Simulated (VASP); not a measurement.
WC:

```
W C
1.0
     2.91014    0.00000    0.00000
    -1.45507    2.52025    0.00000
     0.00000    0.00000    2.83840
W C
1 1
Direct
  0.00000 0.00000 0.00000
  0.66667 0.33333 0.50000
```

```yaml
Program: VASP 6.6.1
Task: relaxation of cell and atoms
Functional: PBE
Potentials_or_basis: VASP PAW PBE potentials, release 64 (W_sv, C)
Cutoff: 600 eV
k_mesh: 8 × 8 × 8
Occupations: gaussian, width 0.05 eV
Spin: no spin polarisation
```

At the start: pressure 5.3 GPa; volume 10.41 Å³/atom.

Problem. Where does the relaxation end?

Solution. Over 6 steps the energy falls by 2.4 meV/atom and the volume is 10.55 Å³/atom (+1.4 %); space group P-6m2 (No. 187, to 0.05 Å).

The path:
```
step  energy change (eV)  largest force (eV/Å)  pressure (GPa)  volume (Å³)
   1              0.0000                0.0000            5.26        20.82
   2              0.0261                0.0000          -12.61        21.86
   3             -0.0047                0.0000           -0.13        21.11
   4             -0.0047                0.0000           -0.05        21.10
   5             -0.0047                0.0000            0.12        21.10
   6             -0.0048                0.0000            0.04        21.10
```

Final structure:
```xyz
2
Lattice="2.9260 0.0000 0.0000 -1.4630 2.5340 0.0000 0.0000 0.0000 2.8457" Properties=species:S:1:pos:R:3 pbc="T T T"
W     0.0000    0.0000    0.0000
C     1.4630    0.8447    1.4229
```
